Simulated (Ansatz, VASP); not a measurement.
This is a calculation of Br for VASP 6.6.1.

File INCAR:

```
ALGO = Normal
EDIFF = 1E-6
ENCUT = 500
GGA = LIBXC
GGA_COMPAT = False
ISIF = 2
ISMEAR = 0
LASPH = True
LCHARG = False
LIBXC1 = GGA_X_PBE_R
LIBXC2 = LDA_C_PW
LNONCOLLINEAR = True
LORBIT = 11
LREAL = False
LWAVE = False
MAGMOM = 0 0 0.5
NBANDS = 18
NELM = 200
PREC = Accurate
SIGMA = 0.025
```

The input KPOINTS:

```
k-points
0
Gamma
  10 10 10
```

File POSCAR:

```
Br
1.0
   -1.4514103950      1.4514103950      3.6476825829
    1.4514103950     -1.4514103950      3.6476825829
    1.4514103950      1.4514103950     -3.6476825829
Br
1
Direct
    0.0000000000      0.0000000000      0.0000000000
```

Potentials or basis: VASP PAW PBE potentials, release 64 (Br).

Launch:

```console
$ cat potpaw_PBE.64/Br/POTCAR > POTCAR
$ mpirun -np 1 vasp_ncl > vasp.out
```

Question: Set up the same calculation for Ansatz 0.2.0. Potentials there: all-electron LAPW, point nuclei.

Answer: As run (the cutoff follows the program's own potentials):

File input.yaml:

```yaml
crystal:
  lattice:
    - [-1.451410395, 1.451410395, 3.6476825829]
    - [1.451410395, -1.451410395, 3.6476825829]
    - [1.451410395, 1.451410395, -3.6476825829]
  atoms:
    - { symbol: Br, position: [0.0, 0.0, 0.0], spin: 0.5, spin_axis: [0.0, 0.0, 1.0] }
kpoints:
  mp_grid: { grid: [10, 10, 10] }
scf:
  occupations: { method: gaussian, width: 0.025 }
hamiltonian:
  xc: { exchange: revpbe, correlation: lda }
  pseudopotentials:
    kind: all_electron
    lapw: { basis_error: 0.002 }
    nuclear_model: point
magnetization:
  noncollinear: true
output:
  forces: true
  stress: true
  eigenvalues: true
```

Potentials or basis: all-electron LAPW, point nuclei.

Command:

```console
$ ansatz run input.yaml --threads 1 --pin off --max-ram 2560MiB --backend cpu --events-out ev --progress --plain --runs-dir out
```

Both were run:

|  | VASP | Ansatz | Ansatz less VASP |
| --- | --- | --- | --- |
| gap on the k mesh at the Fermi level (eV) | none | none | - |
| pressure (GPa) | 4.9 | 5.0 | +0.06 |
| traceless stress, the component that is largest in VASP (GPa) | -0.72 | -0.73 | -0.013 |
| net moment per atom (μB) | 0.00 | 0.00 | 0.000 |

VASP's potentials were made for PBE, not for revpbe exchange, lda correlation. A gap of «none» marks a metal or a gap that the smearing closes. Ansatz ran all-electron here, and VASP with PAW potentials.

Noted on Ansatz's run: the k mesh is thin for a metal, which can move the energy by tens of meV per atom.
